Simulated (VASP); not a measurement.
# Hf (P6_3/mmc) in VASP: notebook

The runs below take Hf through relaxation of shape and atoms at fixed volume, with PBEsol.

Program: VASP 6.6.1. These are calculated values, not measurements. Logs are shortened: lines on timing, memory, paths and dates and some standing lists are left out, and cuts for length are marked.

### 1 The cell of the first run

It takes space group P6_3/mmc (No. 194, hexagonal). Conventional cell: a = 2.867 Å, b = 2.867 Å, c = 4.613 Å, α = 90.00°, β = 90.00°, γ = 120.00°. Within 3.7 Å of Hf (site symmetry -6m2) lie 12 Hf at 2.84 to 2.87 Å.

### 2 Relaxation of shape and atoms at fixed volume, PBEsol (16.42 Å³/atom)

Contents of INCAR:

```
SYSTEM = Hf
PREC = Accurate
ENCUT = 600
EDIFF = 1E-6
ISMEAR = 0
SIGMA = 0.05
LREAL = .False.
LASPH = .True.
NELM = 60
ALGO = Fast
ISIF = 4
LWAVE = .False.
LCHARG = .False.
GGA = PS
IBRION = 2
NSW = 60
EDIFFG = -0.01
```

Contents of KPOINTS:

```
Automatic mesh
0
Gamma
  18 18 10
  0 0 0
```

Contents of POSCAR:

```
Hf
1.0
    2.8669826195      0.0000000000      0.0000000000
   -1.4334913098      2.4828797807      0.0000000000
    0.0000000000      0.0000000000      4.6128647900
Hf
2
Direct
    0.3333333333      0.6666666667      0.2500000000
    0.6666666667      0.3333333333      0.7500000000
```

Potentials or basis: VASP PAW PBE potentials, release 64 (Hf_pv).

Started as:

```bash
> cat potpaw_PBE.64/Hf_pv/POTCAR > POTCAR
> mpirun -np 1 vasp_std > vasp.out
```

OUTCAR:

```text
SYSTEM = Hf
   PREC = Accurate
   ENCUT = 600
   EDIFF = 1E-6
   ISMEAR = 0
   LREAL = .False.
   LASPH = .True.
   NELM = 60
   ISIF = 4
   GGA = PS
   IBRION = 2
   NSW = 60
   EDIFFG = -0.01

 ion  position               nearest neighbor table
   1  0.333  0.667  0.250-   2 2.84   2 2.84   2 2.84   2 2.84   2 2.84   2 2.84
   2  0.667  0.333  0.750-   1 2.84   1 2.84   1 2.84   1 2.84   1 2.84   1 2.84

  LATTYP: Found a hexagonal cell.
 ALAT       =     2.8669826195
 C/A-ratio  =     1.6089615468

  Lattice vectors:

 A1 = (   2.8669826195,   0.0000000000,   0.0000000000)
 A2 = (  -1.4334913098,   2.4828797807,   0.0000000000)
 A3 = (   0.0000000000,   0.0000000000,   4.6128647900)

Analysis of symmetry for initial positions (statically):
=====================================================================
 Subroutine PRICEL returns:
 Original cell was already a primitive cell.

 Routine SETGRP: Setting up the symmetry group for a
 hexagonal supercell.

 Subroutine GETGRP returns: Found 24 space group operations
 (whereof 12 operations were pure point group operations)
 out of a pool of 24 trial point group operations.

The static configuration has the point symmetry D_3d.
 The point group associated with its full space group is D_6h.

Analysis of symmetry for dynamics (positions and initial velocities):
=====================================================================
 Subroutine PRICEL returns:
 Original cell was already a primitive cell.

 Routine SETGRP: Setting up the symmetry group for a
 hexagonal supercell.

 Subroutine GETGRP returns: Found 24 space group operations
 (whereof 12 operations were pure point group operations)
 out of a pool of 24 trial point group operations.

The dynamic configuration has the point symmetry D_3d.
 The point group associated with its full space group is D_6h.

 Subroutine INISYM returns: Found 24 space group operations
 (whereof 12 operations are pure point group operations),
 and found     1 'primitive' translations

----------------------------------------------------------------------------------------

                                     Primitive cell

  volume of cell :      32.8361

  direct lattice vectors                    reciprocal lattice vectors
     2.866982619  0.000000000  0.000000000     0.348798766  0.201379061  0.000000000
    -1.433491310  2.482879781  0.000000000     0.000000000  0.402758123  0.000000000
     0.000000000  0.000000000  4.612864790     0.000000000  0.000000000  0.216785023

  length of vectors
     2.866982619  2.866982620  4.612864790     0.402758123  0.402758123  0.216785023

  position of ions in fractional coordinates (direct lattice)
     0.333333333  0.666666667  0.250000000
     0.666666667  0.333333333  0.750000000

  ion indices of the primitive-cell ions
   primitive index   ion index
                 1           1
                 2           2

----------------------------------------------------------------------------------------

 KPOINTS: Automatic mesh

Automatic generation of k-mesh.
 Grid dimensions read from file:
 generate k-points for:   18   18   10

 Generating k-lattice:

  Cartesian coordinates                     Fractional coordinates (reciprocal lattice)
     0.019377709  0.011187726  0.000000000     0.055555556  0.000000000  0.000000000
     0.000000000  0.022375451  0.000000000     0.000000000  0.055555556  0.000000000
     0.000000000  0.000000000  0.021678502     0.000000000  0.000000000  0.100000000

  Length of vectors
     0.022375451  0.022375451  0.021678502

  Shift w.r.t. Gamma in fractional coordinates (k-lattice)
     0.000000000  0.000000000  0.000000000

 Subroutine IBZKPT returns following result:
 ===========================================

 Found    222 irreducible k-points:

 Following reciprocal coordinates:
            Coordinates               Weight
  0.000000  0.000000  0.000000      1.000000
  0.055556  0.000000  0.000000      6.000000
  0.111111  0.000000  0.000000      6.000000
  0.166667  0.000000  0.000000      6.000000
  0.222222  0.000000  0.000000      6.000000
  0.277778 -0.000000  0.000000      6.000000
[... 16 lines left out ...]
  0.333333  0.111111  0.000000     12.000000
  0.388889  0.111111  0.000000     12.000000
 [... further k-points ...]
   k-points           NKPTS =    222   k-points in BZ     NKDIM =    222   number of bands    NBANDS=     14
   number of dos      NEDOS =    301   number of ions     NIONS =      2
   total plane-waves  NPLWV =  23040
   dimension x,y,z NGX =    24 NGY =   24 NGZ =   40
   dimension x,y,z NGXF=    48 NGYF=   48 NGZF=   80
   ions per type =               2
   NGX,Y,Z   is equivalent  to a cutoff of  13.92, 13.92, 14.42 a.u.
   NGXF,Y,Z  is equivalent  to a cutoff of  27.83, 27.83, 28.83 a.u.
 SYSTEM =  Hf
   PREC   = accura    normal or accurate (medium, high low for compatibility)
   ISTART =      0    job   : 0-new  1-cont  2-samecut
   ICHARG =      2    charge: 1-file 2-atom 10-const
   ISPIN  =      1    spin polarized calculation?
   LNONCOLLINEAR =      F non collinear calculations
   LSORBIT =      F    spin-orbit coupling
   LASPH  =      T    aspherical Exc in radial PAW
   ENCUT  =  600.0 eV  44.10 Ry    6.64 a.u.   5.73  5.73  9.21*2*pi/ulx,y,z
   NELM   =     60;   NELMIN=  2; NELMDL= -5     # of ELM steps
   EDIFF  = 0.1E-05   stopping-criterion for ELM
   LREAL  =      F    real-space projection
   EDIFFG = -.1E-01   stopping-criterion for IOM
   NSW    =     60    number of steps for IOM
   IBRION =      2    ionic relax: 0-MD 1-quasi-New 2-CG
   NFREE  =      1    steps in history (QN), initial steepest desc. (CG)
   ISIF   =      4    stress and relaxation
   ISYM   =      2    0-nonsym 1-usesym 2-fastsym
   POTIM  = 0.5000    time-step for ionic-motion
   TEBEG  =    0.0;   TEEND  =   0.0 temperature during run
   PSTRESS=    0.0 pullay stress
   NELECT =      20.0000    total number of electrons
   NUPDOWN=      -1.0000    fix difference up-down
   EMIN   =  10.00;   EMAX   =-10.00  energy-range for DOS
   EFERMI =   0.00;   METHOD = LEGACY
   ISMEAR =     0;   SIGMA  =   0.05  broadening in eV -4-tet -1-fermi 0-gaus
   EFERMI_NEDOS =   21; number of points for ismear=-14 and -15
   IALGO  =     68    algorithm
   IMIX   =      4    mixing-type and parameters
     AMIX     =   0.40;   BMIX     =  1.00
     AMIX_MAG =   1.60;   BMIX_MAG =  1.00
  volume/ion in A,a.u.               =      16.42       110.79
  Fermi-wavevector in a.u.,A,eV,Ry     =   1.387717  2.622405 26.201546  1.925759
  Thomas-Fermi vector in A             =   2.511912
   LORBIT       =      0    0 simple, 1 ext, 2 COOP (PROOUT), +10 PAW based schemes
   GGA     = PS    functional components
   LHFCALC =     F    Hartree Fock is set to
   AEXX    =    0.0000 exact exchange contribution
   IVDW    =     0    specifies the selected vdW correction
   LEPSILON=     F    determine dielectric tensor
   LRPA    =     F    only Hartree local field effects (RPA)
 conjugate gradient relaxation of ions
 non-spin polarized calculation
 RMM-DIIS sequential band-by-band and
 Gauss-broadening in eV      SIGMA  =   0.05
  energy-cutoff  :      600.00
  volume of cell :       32.84
 maximum number of plane-waves:      1120
 NGX is ok and might be reduce to    24
   NGX = 11   NGY = 11   NGZ = 19

--------------------------------------- Ionic step        1  -------------------------------------------

 number of electron      20.0000001 magnetization

 Free energy of the ion-electron system (eV)
  ---------------------------------------------------
  ext. energy  EPLUGINS =         0.00000000
  ---------------------------------------------------
  free energy    TOTEN  =       -19.72918829 eV

  energy without entropy =      -19.72762032  energy(sigma->0) =      -19.72840431

------------------------ aborting loop because EDIFF is reached ----------------------------------------

  FORCE on cell =-STRESS in cart. coord.  units (eV):
  Direction    XX          YY          ZZ          XY          YZ          ZX
  --------------------------------------------------------------------------------------
  -------------------------------------------------------------------------------------
  Total        9.8786084      9.8786084     10.1555814     -0.0000000     -0.0000000      0.0000000
  in kB      482.0086960    482.0086960    495.5230909     -0.0000000     -0.0000000      0.0000000
  external PRESSURE =     486.5134943 kB  Pullay stress =       0.0000000 kB

 VOLUME and BASIS-vectors are now :
 -----------------------------------------------------------------------------
  energy-cutoff  :      600.00
  volume of cell :       32.84
      direct lattice vectors                 reciprocal lattice vectors
     2.866982619  0.000000000  0.000000000     0.348798766  0.201379061  0.000000000
    -1.433491310  2.482879781  0.000000000     0.000000000  0.402758123  0.000000000
     0.000000000  0.000000000  4.612864790     0.000000000  0.000000000  0.216785023

 POSITION                                       TOTAL-FORCE (eV/Angst)
 -----------------------------------------------------------------------------------
     -0.00000      1.65525      1.15322         0.000000      0.000000     -0.000000
      1.43349      0.82763      3.45965        -0.000000     -0.000000      0.000000
 -----------------------------------------------------------------------------------
    total drift:                               -0.000000      0.000000     -0.000000

  FREE ENERGIE OF THE ION-ELECTRON SYSTEM (eV)
  ---------------------------------------------------
  free  energy   TOTEN  =       -19.7291882889 eV

  energy  without entropy=      -19.7276203226  energy(sigma->0) =      -19.72840431

--------------------------------------- Ionic step        2  -------------------------------------------

 number of electron      20.0000001 magnetization

 Free energy of the ion-electron system (eV)
  ---------------------------------------------------
  ext. energy  EPLUGINS =         0.00000000
  ---------------------------------------------------
  free energy    TOTEN  =       -19.72977755 eV

  energy without entropy =      -19.72790702  energy(sigma->0) =      -19.72884228

 E-fermi :   7.1319     XC(G=0): -12.8919

 val. band max:        7.1127866369   @ k =   0.3333   0.1667   0.4000
 cond. band min:       7.1320264402   @ k =   0.2778   0.2222   0.3000
 fundamental gap:      0.0192398033
 Fermi energy:         7.1318789137

 k-point     1 :       0.0000    0.0000    0.0000
  band No.  band energies     occupation
      1     -24.0987      2.00000
      2     -22.1619      2.00000
      3     -22.1619      2.00000
      4     -21.8947      2.00000
      5     -21.8772      2.00000
      6     -21.8772      2.00000
      7      -1.1735      2.00000
      8       2.2889      2.00000
      9       8.3117      0.00000
     10       8.3117      0.00000
     11       8.3546      0.00000
     12       9.2084      0.00000
     13       9.4515      0.00000
     14       9.4515      0.00000

 k-point     2 :       0.0556    0.0000    0.0000
  band No.  band energies     occupation
      1     -24.0779      2.00000
      2     -22.2155      2.00000
      3     -22.1786      2.00000
      4     -21.9339      2.00000
      5     -21.9027      2.00000
      6     -21.8837      2.00000
      7      -1.0293      2.00000
      8       2.4305      2.00000
      9       7.8360      0.00000
     10       8.4439      0.00000
[... 362 lines left out ...]
 k-point    24 :       0.3889    0.1111    0.0000
  band No.  band energies     occupation
      1     -23.7376      2.00000
      2     -23.3796      2.00000
      3     -23.1397      2.00000
      4     -22.7436      2.00000
      5     -22.4230      2.00000
      6     -22.2629      2.00000
      7       3.4438      2.00000
      8       3.6618      2.00000
      9       3.7820      2.00000
     10       6.9169      2.00000
     11       7.6426      0.00000
     12       8.3301      0.00000
     13       9.2735      0.00000
     14      14.0092      0.00000

 [... further k-points ...]

------------------------ aborting loop because EDIFF is reached ----------------------------------------

  FORCE on cell =-STRESS in cart. coord.  units (eV):
  Direction    XX          YY          ZZ          XY          YZ          ZX
  --------------------------------------------------------------------------------------
  -------------------------------------------------------------------------------------
  Total        9.9239256      9.9239256      9.9143221     -0.0000000     -0.0000000      0.0000000
  in kB      484.2198670    484.2198670    483.7512818     -0.0000000     -0.0000000      0.0000000
  external PRESSURE =     484.0636719 kB  Pullay stress =       0.0000000 kB

 VOLUME and BASIS-vectors are now :
 -----------------------------------------------------------------------------
  energy-cutoff  :      600.00
  volume of cell :       32.84
      direct lattice vectors                 reciprocal lattice vectors
     2.860612056 -0.000000000  0.000000000     0.349575539  0.201827531  0.000000000
    -1.430306028  2.477362711 -0.000000000     0.000000000  0.403655063  0.000000000
     0.000000000 -0.000000000  4.633433304     0.000000000  0.000000000  0.215822681

 POSITION                                       TOTAL-FORCE (eV/Angst)
 -----------------------------------------------------------------------------------
     -0.00000      1.65158      1.15836         0.000000     -0.000000      0.000000
      1.43031      0.82579      3.47507        -0.000000      0.000000      0.000000
 -----------------------------------------------------------------------------------
    total drift:                               -0.000000      0.000000     -0.000000

  FREE ENERGIE OF THE ION-ELECTRON SYSTEM (eV)
  ---------------------------------------------------
  free  energy   TOTEN  =       -19.7297775500 eV

  energy  without entropy=      -19.7279070181  energy(sigma->0) =      -19.72884228

 reached required accuracy - stopping structural energy minimisation
```

Wall time 48 s (1 thread of Intel Xeon 6975P-C (Granite Rapids), shared host); peak memory 0.24 GiB.

Results:

```
Free energy               : -19.7298 eV
Energy gained by relaxing : 0.3 meV/atom
Ionic steps               : 2
Pressure after relaxing   : 48.4 GPa
Band gap on the k mesh    : zero (bands 10 and 11 overlap by 1.61 eV)
```

The path:
```
step  energy change (eV)  largest force (eV/Å)  pressure (GPa)  volume (Å³)
   1              0.0000                0.0000           48.65        32.84
   2             -0.0006                0.0000           48.41        32.84
```

Final structure:
```xyz
2
Lattice="2.8606 0.0000 0.0000 -1.4303 2.4774 0.0000 0.0000 0.0000 4.6334" Properties=species:S:1:pos:R:3 pbc="T T T"
Hf    0.0000    1.6516    1.1584
Hf    1.4303    0.8258    3.4751
```

Caveat: the PAW data sets were made with another functional, which shifts forces and pressure a little; spin-orbit coupling is left out, which moves the levels of the heavy elements.

(Continued in part 2 of 2.)
